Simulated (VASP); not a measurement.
Runs of VASP 6.6.1 on Mo. It takes space group P6/mmm (No. 191, hexagonal). The conventional cell has a = 2.736 Å, b = 2.736 Å, c = 2.555 Å, α = 90.00°, β = 90.00°, γ = 120.00°. Within 3.4 Å of Mo (site symmetry 6/mmm) lie 8 Mo at 2.56 to 2.74 Å. 

```tsv
k mesh	gap on the mesh (eV)	pressure (GPa)
4 × 4 × 4	none	4.6
3 × 3 × 3	none	(a)
5 × 5 × 5	none	(b)
8 × 8 × 8	none	-1.2
6 × 6 × 6	none	-2.8
```

Alike in all rows: task single point; level PBEsol; potentials or basis VASP PAW PBE potentials, release 64 (Mo_sv); no spin polarisation; cell as given; cutoff (eV) 520; smearing fermi-dirac 0.3 eV.

Question: Estimate the missing entries.

Answer: (a) 2.6; (b) 0.0.

Caveats: some runs use coarse meshes; the PAW data sets were made with another functional, which shifts forces and pressure a little.

A k mesh can miss the band edges, and the runs leave out spin-orbit coupling on Mo.

A gap of «none» marks levels without a gap at the run's occupations.
